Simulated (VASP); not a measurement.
# Ni (Fm-3m) in VASP: single point with PBE

Aim: the single point of Ni with PBE.

Program: VASP 6.6.1. These are calculated values, not measurements. Logs are shortened: lines on timing, memory, paths and dates and some standing lists are left out, and cuts for length are marked.

### Step 1. The cell of the first run

The structure is cubic, space group Fm-3m (No. 225). Conventional cell: a = 3.536 Å, b = 3.536 Å, c = 3.536 Å, α = 90.00°, β = 90.00°, γ = 90.00°. Ni (site symmetry m-3m) has 12 Ni at 2.50 Å within 3.3 Å.

### Step 2. Single point, PBE

Contents of INCAR:

```
SYSTEM = Ni
ALGO     = Normal         ! electronic algorithm
EDIFF    = 1E-7           ! SCF threshold, eV
ENCUT    = 520            ! plane-wave cutoff, eV
GGA      = PE             ! functional
ISIF     = 2              ! what is computed and relaxed
ISMEAR   = -1             ! smearing method
ISYM     = 0            
LASPH    = .True.         ! aspherical terms in the spheres
LCHARG   = .True.         ! write CHGCAR
LELF     = .True.         ! ELF
LREAL    = .False.        ! projectors in reciprocal space
LVHAR    = .True.       
LWAVE    = .False.        ! write WAVECAR
NBANDS   = 17             ! bands
NELM     = 60             ! most SCF steps
PREC     = Accurate       ! precision mode
SIGMA    = 0.05           ! smearing width, eV
```

Contents of KPOINTS:

```
k-points
0
Gamma
  13 8 11
  0 0 0
```

Contents of POSCAR:

```
Ni
1.0
    0.0000000000     -1.7678000000     -1.7678000000
   -3.5356000000     -1.7678000000     -1.7678000000
    0.0000000000      1.7678000000     -1.7678000000
Ni
2
Direct
    0.0000000000      0.0000000000      0.0000000000
    0.0000000000      0.5000000000      0.5000000000
```

Potentials or basis: VASP PAW PBE potentials, release 64 (Ni).

Command:

```bash
$ cat potpaw_PBE.64/Ni/POTCAR > POTCAR
$ mpirun -np 1 vasp_std > vasp.out
```

OUTCAR:

```text
SYSTEM = Ni
   EDIFF = 1E-7
   ENCUT = 520
   GGA = PE
   ISIF = 2
   ISMEAR = -1
   ISYM = 0
   LASPH = .True.
   LREAL = .False.
   NELM = 60
   PREC = Accurate

 ion  position               nearest neighbor table
   1  0.000  0.000  0.000-   2 2.50   2 2.50   2 2.50   2 2.50   2 2.50   2 2.50   2 2.50   2 2.50

   2  0.000  0.500  0.500-   1 2.50   1 2.50   1 2.50   1 2.50   1 2.50   1 2.50   1 2.50   1 2.50

IMPORTANT INFORMATION: All symmetrisations will be switched off!
NOSYMM: (Re-)initialisation of all symmetry stuff for point group C_1.

----------------------------------------------------------------------------------------

                                     Primitive cell

  volume of cell :      22.0983

  direct lattice vectors                    reciprocal lattice vectors
     0.000000000 -1.767800000 -1.767800000     0.282837425 -0.282837425 -0.282837425
    -3.535600000 -1.767800000 -1.767800000    -0.282837425  0.000000000  0.000000000
     0.000000000  1.767800000 -1.767800000     0.000000000  0.282837425 -0.282837425

  length of vectors
     2.500046736  4.330207967  2.500046736     0.489888790  0.282837425  0.399992522

  position of ions in fractional coordinates (direct lattice)
     0.000000000  0.000000000  0.000000000
     0.000000000  0.500000000  0.500000000

  ion indices of the primitive-cell ions
   primitive index   ion index
                 1           1
                 2           2

----------------------------------------------------------------------------------------

 KPOINTS: k-points

Automatic generation of k-mesh.
 Grid dimensions read from file:
 generate k-points for:   13    8   11

 Generating k-lattice:

  Cartesian coordinates                     Fractional coordinates (reciprocal lattice)
     0.021756725 -0.021756725 -0.021756725     0.076923077  0.000000000  0.000000000
    -0.035354678  0.000000000  0.000000000     0.000000000  0.125000000  0.000000000
     0.000000000  0.025712493 -0.025712493     0.000000000  0.000000000  0.090909091

  Length of vectors
     0.037683753  0.035354678  0.036362957

  Shift w.r.t. Gamma in fractional coordinates (k-lattice)
     0.000000000  0.000000000  0.000000000

 -----------------------------------------------------------------------------
|                                                                             |
|           W    W    AA    RRRRR   N    N  II  N    N   GGGG   !!!           |
|           W    W   A  A   R    R  NN   N  II  NN   N  G    G  !!!           |
|           W    W  A    A  R    R  N N  N  II  N N  N  G       !!!           |
|           W WW W  AAAAAA  RRRRR   N  N N  II  N  N N  G  GGG   !            |
|           WW  WW  A    A  R   R   N   NN  II  N   NN  G    G                |
|           W    W  A    A  R    R  N    N  II  N    N   GGGG   !!!           |
|                                                                             |
|     Your reciprocal lattice and k-lattice belong to different lattice       |
|     classes:                                                                |
|                                                                             |
|        The reciprocal lattice is simple tetragonal,                         |
|        whereas your k-lattice is simple monoclinic.                         |
|                                                                             |
|     Results are often still useful ...                                      |
|                                                                             |
 -----------------------------------------------------------------------------

 WARNING: IBZKPT: internal override: KBLOWUP is changed to .FALSE.
      ... skipping the blow-up phase ...

 Subroutine IBZKPT returns following result:
 ===========================================

 Found    573 irreducible k-points:

 Following reciprocal coordinates:
            Coordinates               Weight
  0.000000  0.000000  0.000000      1.000000
  0.076923  0.000000  0.000000      2.000000
  0.153846  0.000000  0.000000      2.000000
  0.230769  0.000000  0.000000      2.000000
  0.307692  0.000000  0.000000      2.000000
  0.384615  0.000000  0.000000      2.000000
[... 16 lines left out ...]
  0.153846  0.250000  0.000000      2.000000
  0.230769  0.250000  0.000000      2.000000
 [... further k-points ...]
   k-points           NKPTS =    573   k-points in BZ     NKDIM =    573   number of bands    NBANDS=     17
   number of dos      NEDOS =    301   number of ions     NIONS =      2
   total plane-waves  NPLWV =  12800
   dimension x,y,z NGX =    20 NGY =   32 NGZ =   20
   dimension x,y,z NGXF=    40 NGYF=   64 NGZF=   40
   ions per type =               2
   NGX,Y,Z   is equivalent  to a cutoff of  13.30, 12.29, 13.30 a.u.
   NGXF,Y,Z  is equivalent  to a cutoff of  26.60, 24.57, 26.60 a.u.
 SYSTEM =  Ni
   PREC   = accura    normal or accurate (medium, high low for compatibility)
   ISTART =      0    job   : 0-new  1-cont  2-samecut
   ICHARG =      2    charge: 1-file 2-atom 10-const
   ISPIN  =      1    spin polarized calculation?
   LNONCOLLINEAR =      F non collinear calculations
   LSORBIT =      F    spin-orbit coupling
   LASPH  =      T    aspherical Exc in radial PAW
   ENCUT  =  520.0 eV  38.22 Ry    6.18 a.u.   4.65  8.05  4.65*2*pi/ulx,y,z
   NELM   =     60;   NELMIN=  2; NELMDL= -5     # of ELM steps
   EDIFF  = 0.1E-06   stopping-criterion for ELM
   LREAL  =      F    real-space projection
   EDIFFG = 0.1E-05   stopping-criterion for IOM
   NSW    =      0    number of steps for IOM
   IBRION =     -1    ionic relax: 0-MD 1-quasi-New 2-CG
   NFREE  =      0    steps in history (QN), initial steepest desc. (CG)
   ISIF   =      2    stress and relaxation
   ISYM   =      0    0-nonsym 1-usesym 2-fastsym
   POTIM  = 0.5000    time-step for ionic-motion
   TEBEG  =    0.0;   TEEND  =   0.0 temperature during run
   PSTRESS=    0.0 pullay stress
   NELECT =      20.0000    total number of electrons
   NUPDOWN=      -1.0000    fix difference up-down
   EMIN   =  10.00;   EMAX   =-10.00  energy-range for DOS
   EFERMI =   0.00;   METHOD = LEGACY
   ISMEAR =    -1;   SIGMA  =   0.05  broadening in eV -4-tet -1-fermi 0-gaus
   EFERMI_NEDOS =   21; number of points for ismear=-14 and -15
   IALGO  =     38    algorithm
   IMIX   =      4    mixing-type and parameters
     AMIX     =   0.40;   BMIX     =  1.00
     AMIX_MAG =   1.60;   BMIX_MAG =  1.00
  volume/ion in A,a.u.               =      11.05        74.56
  Fermi-wavevector in a.u.,A,eV,Ry     =   1.583550  2.992475 34.118373  2.507630
  Thomas-Fermi vector in A             =   2.683303
   LORBIT       =      0    0 simple, 1 ext, 2 COOP (PROOUT), +10 PAW based schemes
   GGA     = PE    functional components
   LHFCALC =     F    Hartree Fock is set to
   AEXX    =    0.0000 exact exchange contribution
   IVDW    =     0    specifies the selected vdW correction
   LEPSILON=     F    determine dielectric tensor
   LRPA    =     F    only Hartree local field effects (RPA)
 non-spin polarized calculation
  energy-cutoff  :      520.00
  volume of cell :       22.10
 maximum number of plane-waves:       613
   NGX =  9   NGY = 17   NGZ =  9

 number of electron      19.9999987 magnetization

 Free energy of the ion-electron system (eV)
  ---------------------------------------------------
  ext. energy  EPLUGINS =         0.00000000
  ---------------------------------------------------
  free energy    TOTEN  =       -10.84778333 eV

  energy without entropy =      -10.78742688  energy(sigma->0) =      -10.81760511

 E-fermi :   8.9664     XC(G=0): -13.1630

 val. band max:        8.9663792790   @ k =   0.4615  -0.2500   0.3636
 cond. band min:       8.9672475957   @ k =   0.3846   0.0000   0.0000
 fundamental gap:      0.0008683168
 Fermi energy:         8.9663799845

 k-point     1 :       0.0000    0.0000    0.0000
  band No.  band energies     occupation
      1       0.2383      2.00000
      2       4.7923      2.00000
      3       5.3725      2.00000
      4       7.1597      2.00000
      5       7.1629      2.00000
      6       7.1633      2.00000
[... 9 lines left out ...]
     16      28.7808      0.00000
     17      32.1787      0.00000

 k-point     2 :       0.0769    0.0000    0.0000
  band No.  band energies     occupation
      1       0.4669      2.00000
      2       4.8756      2.00000
      3       5.4451      2.00000
      4       7.0994      2.00000
      5       7.2128      2.00000
      6       7.2137      2.00000
[... 9 lines left out ...]
     16      29.5335      0.00000
     17      31.7936      0.00000

 k-point     3 :       0.1538    0.0000    0.0000
  band No.  band energies     occupation
      1       1.1338      2.00000
      2       5.1061      2.00000
      3       5.6436      2.00000
      4       6.9488      2.00000
      5       7.3228      2.00000
      6       7.3230      2.00000
[... 9 lines left out ...]
     16      28.3524      0.00000
     17      30.2095      0.00000

 k-point     4 :       0.2308    0.0000    0.0000
  band No.  band energies     occupation
      1       2.1669      2.00000
      2       5.3529      2.00000
      3       5.9380      2.00000
      4       6.8082      2.00000
      5       7.2278      2.00000
      6       7.3704      2.00000
[... 9 lines left out ...]
     16      26.7289      0.00000
     17      30.6732      0.00000
[... 343 lines left out ...]
      1       0.7720      2.00000
      2       4.8656      2.00000
      3       5.5374      2.00000
      4       7.0064      2.00000
      5       7.2802      2.00000
      6       7.2882      2.00000
[... 9 lines left out ...]
     16      29.6584      0.00000
     17      30.5920      0.00000

 k-point    23 :       0.1538    0.2500    0.0000
  band No.  band energies     occupation
      1       0.9564      2.00000
      2       5.1044      2.00000
      3       5.5927      2.00000
      4       6.9788      2.00000
      5       7.3012      2.00000
      6       7.3068      2.00000
[... 9 lines left out ...]
     16      29.3396      0.00000
     17      30.1400      0.00000

 k-point    24 :       0.2308    0.2500    0.0000
  band No.  band energies     occupation
      1       1.5703      2.00000
      2       5.4185      2.00000
      3       5.7514      2.00000
      4       6.8213      2.00000
      5       7.3764      2.00000
      6       7.4354      2.00000
[... 9 lines left out ...]
     16      28.2014      0.00000
     17      29.3847      0.00000

 [... further k-points ...]
[... 5 lines left out ...]
  --------------------------------------------------------------------------------------
  -------------------------------------------------------------------------------------
  Total       -0.5285692     -0.5141395     -0.5141397     -0.0014205     -0.0151978     -0.0014207
  in kB      -38.3224347    -37.2762481    -37.2762626     -0.1029916     -1.1018771     -0.1030031
  external PRESSURE =     -37.6249818 kB  Pullay stress =       0.0000000 kB

 VOLUME and BASIS-vectors are now :
 -----------------------------------------------------------------------------
  energy-cutoff  :      520.00
  volume of cell :       22.10
      direct lattice vectors                 reciprocal lattice vectors
     0.000000000 -1.767800000 -1.767800000     0.282837425 -0.282837425 -0.282837425
    -3.535600000 -1.767800000 -1.767800000    -0.282837425  0.000000000  0.000000000
     0.000000000  1.767800000 -1.767800000     0.000000000  0.282837425 -0.282837425

 POSITION                                       TOTAL-FORCE (eV/Angst)
 -----------------------------------------------------------------------------------
      0.00000      0.00000      0.00000        -0.000000     -0.000000     -0.000000
     -1.76780      0.00000     -1.76780         0.000000      0.000000      0.000000
 -----------------------------------------------------------------------------------
    total drift:                                0.000000     -0.000000     -0.000000

  FREE ENERGIE OF THE ION-ELECTRON SYSTEM (eV)
  ---------------------------------------------------
  free  energy   TOTEN  =       -10.8477833298 eV

  energy  without entropy=      -10.7874268842  energy(sigma->0) =      -10.81760511
```

It took 6.4 min on 1 thread of AMD EPYC 7R43 (Zen 3), shared host; peak memory 0.24 GiB.

Results:

| Property | Result |
| --- | --- |
| Free energy | -10.8478 eV |
| Pressure | -3.8 GPa |
| Band gap on the k mesh | zero (band 10 reaches 9.13 eV, above the bottom of band 11 at 8.45 eV) |

Caveat: the run has no spin polarisation, though such a crystal can be magnetic.
